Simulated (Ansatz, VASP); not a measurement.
Two plane-wave programs on Zr

Contents of INCAR:

```
SYSTEM = Zr
PREC = Accurate
ENCUT = 520
EDIFF = 1E-6
ISMEAR = 1
SIGMA = 0.1
LREAL = .FALSE.
LASPH = .TRUE.
NELM = 150
ALGO = Fast
ISIF = 2
LWAVE = .FALSE.
LCHARG = .FALSE.
LNONCOLLINEAR = .TRUE.
MAGMOM = 0 0 0
LORBIT = 11
LSORBIT = .TRUE.
GGA_COMPAT = .FALSE.
LORBMOM = .TRUE.
LMAXMIX = 4
GGA = RE
IVDW = 13
NBANDS = 23
```

The input KPOINTS:

```
Automatic mesh
0
G
  10 10 10
  0 0 0
```

The input POSCAR:

```
Zr
1.0
    0.0000000000      2.2398653158      2.2398653158
    2.2398653158      0.0000000000      2.2398653158
    2.2398653158      2.2398653158      0.0000000000
Zr
1
Direct
    0.0000000000      0.0000000000      0.0000000000
```

input.yaml

```yaml
crystal:
  lattice:
    - [0.0, 2.2398653158, 2.2398653158]
    - [2.2398653158, 0.0, 2.2398653158]
    - [2.2398653158, 2.2398653158, 0.0]
  atoms:
    - { symbol: Zr, position: [0.0, 0.0, 0.0] }
hamiltonian:
  xc: revpbe
  pseudopotentials: { kind: paw_fr }
  dispersion: d4
magnetization:
  noncollinear: true
  spin_orbit: true
kpoints:
  mp_grid: { grid: [10, 10, 10] }
scf:
  occupations: { method: methfessel_paxton, width: 0.1 }
output:
  forces: true
  stress: true
  eigenvalues: true
  write_density: true
  write_potential: true
  elf: true
  volumetric_format: npy
```

Alike in both runs: task single point; functional revPBE; dispersion D4; k mesh 10 × 10 × 10; occupations methfessel-paxton of order 1, width 0.1 eV; non-collinear spin, spin-orbit coupling.

|  | VASP | Ansatz |
| --- | --- | --- |
| version | VASP 6.6.1 | Ansatz 0.2.0 |
| potentials or method | VASP PAW PBE potentials, release 64 (Zr_sv) | Ansatz PAW |
| plane-wave cutoff (eV) | 520 | 420 |
| valence electrons in the cell | 12 | 12 |

```csv
,VASP,Ansatz,Ansatz less VASP
pressure (GPa),2.7,2.8,+0.05
```

VASP's potentials were made for PBE, not for revPBE.
